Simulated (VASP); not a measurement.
## ScNb: single point with revPBE

ScNb:

```
Sc Nb
1.0
     3.06564    0.00000    0.00000
    -1.53282    2.65493    0.00000
     0.00000    0.00000    5.07219
Sc Nb
1 1
Direct
  0.00000 0.00000 0.00000
  0.33333 0.66667 0.50000
```

```yaml
Program: VASP 6.6.1
Task: single point
Functional: revPBE
Potentials_or_basis: VASP PAW PBE potentials, release 64 (Sc_sv, Nb_sv)
Cutoff: 520 eV
k_mesh: 6 × 6 × 4
Occupations: gaussian, width 0.1 eV
Spin: no spin polarisation
```

* Pressure: 1.5 GPa
* Band gap on the k mesh: zero (band 12 reaches 7.88 eV, above the bottom of band 13 at 6.89 eV)

Stress tensor (GPa, compression positive):
```
1.05 0.00 0.00
0.00 1.05 0.00
0.00 0.00 2.27
```

Levels at points of the mesh, in eV from the Fermi level:
| k point | band 8 | band 9 | band 10 | band 11 | band 12 | band 13 | band 14 | band 15 | band 16 | band 17 |
| --- | --- | --- | --- | --- | --- | --- | --- | --- | --- | --- |
| (0.00, 0.00, 0.00) | -27.44 | -5.67 | -2.84 | 0.59 | 0.59 | 0.78 | 1.05 | 2.10 | 2.10 | 2.23 |
| (0.50, 0.00, 0.00) | -27.56 | -2.76 | -2.04 | -1.76 | -0.17 | 0.87 | 0.93 | 1.58 | 4.42 | 4.56 |
| (0.00, 0.00, 0.50) | -27.44 | -4.30 | -3.70 | -0.66 | 0.47 | 0.47 | 0.87 | 1.49 | 1.49 | 3.39 |
| (0.50, 0.00, 0.50) | -27.56 | -2.77 | -2.66 | -1.06 | -0.31 | 1.66 | 1.73 | 1.75 | 2.90 | 4.49 |

It took 30 s on 1 thread of AMD EPYC 7R43 64-Core Processor (Zen 3) (shared host), peak memory 0.13 GiB.

Caveat: the k points lie up to 0.39 Å⁻¹ apart; the PAW data sets were made with another functional, which shifts forces and pressure a little.
